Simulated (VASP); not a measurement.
# SiNi3 (Pm-3m) in VASP: further runs, part 2 of 2

VASP 6.6.1. Earlier steps stand in the parts before.

### Step 5. Single point, PBE, collinear spin, zero start

File INCAR:

```
SYSTEM = SiNi3
PREC     = Accurate       ! precision mode
ENCUT    = 520            ! plane-wave cutoff, eV
EDIFF    = 1E-6           ! SCF threshold, eV
ISMEAR   = -1             ! smearing method
SIGMA    = 0.05           ! smearing width, eV
LREAL    = .False.        ! projectors in reciprocal space
LASPH    = .True.         ! aspherical terms in the spheres
NELM     = 150            ! most SCF steps
ALGO     = Normal         ! electronic algorithm
ISIF     = 2              ! what is computed and relaxed
LWAVE    = .False.        ! write WAVECAR
LCHARG   = .False.        ! write CHGCAR
ISPIN    = 2              ! spin polarisation
MAGMOM   = 0 0 0 0        ! initial moments
LORBIT   = 11             ! projections on sites
NUPDOWN  = 0.0            ! fixed moment
LMAXMIX  = 4              ! l up to which the mixer works
GGA      = PE             ! functional
NBANDS   = 29             ! bands
```

File KPOINTS:

```
Automatic mesh
0
Gamma
  6 6 6
  0 0 0
```

File POSCAR:

```
SiNi3
1.0
    3.5420000000      0.0000000000      0.0000000000
    0.0000000000      3.5420000000      0.0000000000
    0.0000000000      0.0000000000      3.5420000000
Ni Si
3 1
Direct
    0.5000000000      0.5000000000      0.0000000000
    0.5000000000      0.0000000000      0.5000000000
    0.0000000000      0.5000000000      0.5000000000
    0.0000000000      0.0000000000      0.0000000000
```

Potentials or basis: VASP PAW PBE potentials, release 64 (Ni, Si).

Started as:

```sh
$ cat potpaw_PBE.64/Ni/POTCAR potpaw_PBE.64/Si/POTCAR > POTCAR
$ mpirun -np 1 vasp_std > vasp.out
```

OUTCAR:

```text
SYSTEM = SiNi3
   PREC = Accurate
   ENCUT = 520
   EDIFF = 1E-6
   ISMEAR = -1
   LREAL = .False.
   LASPH = .True.
   NELM = 150
   ISIF = 2
   ISPIN = 2
   LORBIT = 11
   NUPDOWN = 0.0
   GGA = PE

 ion  position               nearest neighbor table
   1  0.500  0.500  0.000-   2 2.50   3 2.50   4 2.50   2 2.50   3 2.50   2 2.50   4 2.50   2 2.50
                             3 2.50   4 2.50   3 2.50   4 2.50
   2  0.500  0.000  0.500-   1 2.50   3 2.50   4 2.50   1 2.50   4 2.50   1 2.50   3 2.50   1 2.50
                             3 2.50   4 2.50   4 2.50   3 2.50
   3  0.000  0.500  0.500-   1 2.50   2 2.50   4 2.50   1 2.50   4 2.50   2 2.50   4 2.50   4 2.50
                             1 2.50   2 2.50   1 2.50   2 2.50
   4  0.000  0.000  0.000-   1 2.50   2 2.50   3 2.50   2 2.50   3 2.50   1 2.50   3 2.50   3 2.50
                             1 2.50   2 2.50   2 2.50   1 2.50

  LATTYP: Found a simple cubic cell.
[... 1509 lines left out ...]
 -----------------------------------------------------------------------------------
      1.77100      1.77100      0.00000         0.000000      0.000000      0.000000
      1.77100      0.00000      1.77100         0.000000      0.000000      0.000000
      0.00000      1.77100      1.77100         0.000000      0.000000      0.000000
      0.00000      0.00000      0.00000         0.000000      0.000000      0.000000
 -----------------------------------------------------------------------------------
    total drift:                                0.000000      0.000000      0.000000

  FREE ENERGIE OF THE ION-ELECTRON SYSTEM (eV)
  ---------------------------------------------------
  free  energy   TOTEN  =       -23.6621617517 eV

  energy  without entropy=      -23.6470502232  energy(sigma->0) =      -23.65460599

 total charge

# of ion       s       p       d       tot
------------------------------------------
    1        0.471   0.538   8.395   9.404
    2        0.471   0.538   8.395   9.404
    3        0.471   0.538   8.395   9.404
    4        0.731   0.804   0.000   1.534
--------------------------------------------------
tot          2.144   2.419  25.185  29.747

 magnetization (x)

# of ion       s       p       d       tot
------------------------------------------
    1        0.000  -0.000   0.000   0.000
    2        0.000  -0.000   0.000   0.000
    3        0.000  -0.000   0.000   0.000
    4       -0.000   0.000   0.000  -0.000
--------------------------------------------------
tot          0.000  -0.000   0.000   0.000
```

OSZICAR:

```text
N       E                     dE             d eps       ncg     rms          rms(c)
DAV:   1     0.209878883616E+03    0.20988E+03   -0.14863E+04  2336   0.154E+03
DAV:   2    -0.124495861048E+02   -0.22233E+03   -0.20665E+03  2325   0.303E+02
DAV:   3    -0.270663300972E+02   -0.14617E+02   -0.13780E+02  2642   0.937E+01
DAV:   4    -0.273368870931E+02   -0.27056E+00   -0.26993E+00  2625   0.125E+01
DAV:   5    -0.273441097063E+02   -0.72226E-02   -0.72219E-02  2856   0.177E+00    0.190E+01
DAV:   6    -0.275256932640E+02   -0.18158E+00   -0.25084E+01  2799   0.892E+01    0.177E+01
DAV:   7    -0.237399282810E+02    0.37858E+01   -0.90834E+00  2852   0.498E+01    0.354E+00
DAV:   8    -0.236744932626E+02    0.65435E-01   -0.21838E-01  2787   0.348E+00    0.117E+00
DAV:   9    -0.236635688270E+02    0.10924E-01   -0.10007E-02  3390   0.113E+00    0.400E-01
DAV:  10    -0.236621659817E+02    0.14028E-02   -0.12000E-03  2900   0.294E-01    0.102E-01
DAV:  11    -0.236621778826E+02   -0.11901E-04   -0.17089E-04  3009   0.118E-01    0.394E-02
DAV:  12    -0.236621675967E+02    0.10286E-04   -0.12839E-05  2639   0.360E-02    0.184E-02
DAV:  13    -0.236621638366E+02    0.37602E-05   -0.22454E-06  2837   0.158E-02    0.792E-03
DAV:  14    -0.236621618906E+02    0.19460E-05   -0.64739E-07  1457   0.625E-03    0.159E-03
DAV:  15    -0.236621617517E+02    0.13885E-06   -0.17102E-07  1405   0.347E-03
   1 F= -.23662162E+02 E0= -.23654606E+02  d E =-.151115E-01  mag=    -0.0000
```

It took 31 s on 1 thread of Intel Xeon Platinum 8488C (Sapphire Rapids), shared host; peak memory 0.19 GiB.

Results:

```
Free energy                                           : -23.6622 eV
Pressure                                              : -5.9 GPa
Net moment                                            : 0.00 μB per cell
Valence electrons inside the program's atomic spheres : Ni 9.40; Si 1.53
```

Caveat: the cell stands under tension; the total moment is fixed, so each spin has its own Fermi level.

### Step 6. Overview

| level | spin | fixed moment (μB) | pressure (GPa) | moment (μB) |
| --- | --- | --- | --- | --- |
| PBEsol | collinear, ferromagnetic start | 3.8 | -1.0 | 3.80 |
| PBEsol | collinear, ferromagnetic start | 4.5 | 4.4 | 4.50 |
| PBEsol | collinear, ferromagnetic start | 6.0 | 17.3 | 6.00 |
| PBE | collinear, zero start | 0.0 | -5.9 | 0.00 |

Alike in all rows: task single point; potentials or basis VASP PAW PBE potentials, release 64 (Ni, Si); cell as given; k mesh 6 × 6 × 6; cutoff (eV) 520; smearing fermi-dirac 0.05 eV.

The pressure there spans -5.9 GPa (PBE) to 17.3 GPa (PBEsol); a positive pressure means that this level wants a larger cell, a negative one a smaller.

Caveats: the total moment is fixed, so each spin has its own Fermi level; the PAW data sets were made with another functional, which shifts forces and pressure a little (at least some runs); the cell stands under pressure (at least some runs); the cell stands under tension (at least some runs).

Total energies depend on the potentials used, so only differences within one code and one set of settings carry meaning.
